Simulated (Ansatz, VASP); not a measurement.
## HfSi2: VASP beside Ansatz

```xyz
6
Lattice="1.8331 -7.1535 0.0000 1.8331 7.1535 0.0000 0.0000 0.0000 3.6305" Properties=species:S:1:pos:R:3 pbc="T T T"
Hf    1.8331   -1.4904    0.9076
Hf    1.8331    1.4904    2.7229
Si    1.8331   -6.3582    0.9076
Si    1.8331    6.3582    2.7229
Si    1.8331    3.5760    0.9076
Si    1.8331   -3.5760    2.7229
```

Alike in both runs: task relaxation of cell and atoms; functional PBEsol; k mesh 10 × 10 × 10; occupations gaussian, width 0.1 eV; no spin polarisation.

|  | VASP | Ansatz |
| --- | --- | --- |
| version | VASP 6.6.1 | Ansatz 0.2.0 |
| potentials or method | VASP PAW PBE potentials, release 64 (Hf_pv, Si), cutoff 500 eV | scalar-relativistic, plane waves, PAW |
| valence electrons in the cell | 36 | 68 |

```csv
,VASP,Ansatz,Ansatz less VASP
"gap on the k mesh at the Fermi level, each at its own relaxed structure (eV)",none,none,-
relaxed volume (Å³/atom),15.89,15.86,-0.032
relaxed cell length with the largest relative difference (Å),7.407,7.400,-0.0071
```

VASP's potentials were made for PBE, not for PBEsol. A gap of «none» marks a metal or a gap that the smearing closes. VASP's potentials hold 36 valence electrons a cell and Ansatz's 68, so a difference there can come from the potentials and not from the codes.

Neither program's run includes spin-orbit coupling.
